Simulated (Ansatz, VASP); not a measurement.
Re in VASP and in Ansatz

```
CELL_PARAMETERS angstrom
2.74227 0.00000 0.00000
-1.37114 2.37488 0.00000
0.00000 0.00000 4.42828
ATOMIC_POSITIONS crystal
Re 0.66667 0.33333 0.75000
Re 0.33333 0.66667 0.25000
```

Alike in both runs: task single point; functional BLYP; dispersion D3(BJ); k mesh 11 × 11 × 6; occupations fermi-dirac, width 0.05 eV; no spin polarisation.

|  | VASP | Ansatz |
| --- | --- | --- |
| version | VASP 6.6.1 | Ansatz 0.2.0 |
| potentials or method | VASP PAW PBE potentials, release 64 (Re) | Ansatz PAW |
| plane-wave cutoff (eV) | 520 | 420 |
| valence electrons in the cell | 14 | 30 |

Ansatz gave:

- gap on the k mesh at the Fermi level (eV): none
- pressure (GPa): 9.4
- traceless stress, the component that is largest in VASP (GPa): -0.52

Problem. Estimate VASP's values.

Solution. gap on the k mesh at the Fermi level (eV): none; pressure (GPa): 12.1; traceless stress, the component that is largest in VASP (GPa): -0.57.

VASP's potentials were made for PBE, not for BLYP. A gap of «none» marks a metal or a gap that the smearing closes. VASP's potentials hold 14 valence electrons a cell and Ansatz's 30, so a difference there can come from the potentials and not from the codes.

Neither program's run includes spin-orbit coupling.
